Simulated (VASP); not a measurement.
BaHg, 2 atoms in the cell. Symmetry: Pm-3m, No. 221, cubic system. The conventional cell has a = 4.180 Å, b = 4.180 Å, c = 4.180 Å, α = 90.00°, β = 90.00°, γ = 90.00°. Ba (site symmetry m-3m) has 8 Hg at 3.62 Å and 6 Ba at 4.18 Å within 4.8 Å. Within 4.8 Å of Hg (site symmetry m-3m) lie 8 Ba at 3.62 Å and 6 Hg at 4.18 Å. 

```yaml
Program: VASP 6.6.1
Task: relaxation of cell and atoms
Functional: r2SCAN
Potentials_or_basis: VASP PAW PBE potentials, release 64 (Ba_sv, Hg)
Cutoff: 600 eV
k_mesh: 5 × 5 × 5
Occupations: fermi-dirac, width 0.05 eV
Spin: no spin polarisation
Target_pressure: 10 GPa
Dipole_correction: no
Further_INCAR_settings: ALGO = Normal; EDIFF = 1e-06; IBRION = 2; EDIFFG = -0.03; NSW = 80; ISIF = 3
```

Potentials or basis: VASP PAW PBE potentials, release 64 (Ba_sv, Hg).

Run with:

```bash
$ cat potpaw_PBE.64/Ba_sv/POTCAR potpaw_PBE.64/Hg/POTCAR > POTCAR
$ cp INCAR.step1 INCAR
$ mpirun -np 1 vasp_std > vasp.out
$ cp INCAR.step2 INCAR
$ mpirun -np 1 vasp_std > vasp.out
```

Hardware: 1 thread of Intel(R) Xeon(R) 6975P-C (Granite Rapids) (shared host).

**Question.** Estimate the wall time of this run.

**Answer.** It took 71 s on 1 thread of Intel(R) Xeon(R) 6975P-C (Granite Rapids), with other jobs on the host, peak memory 0.23 GiB. Counts: k points 10, ion steps 3.
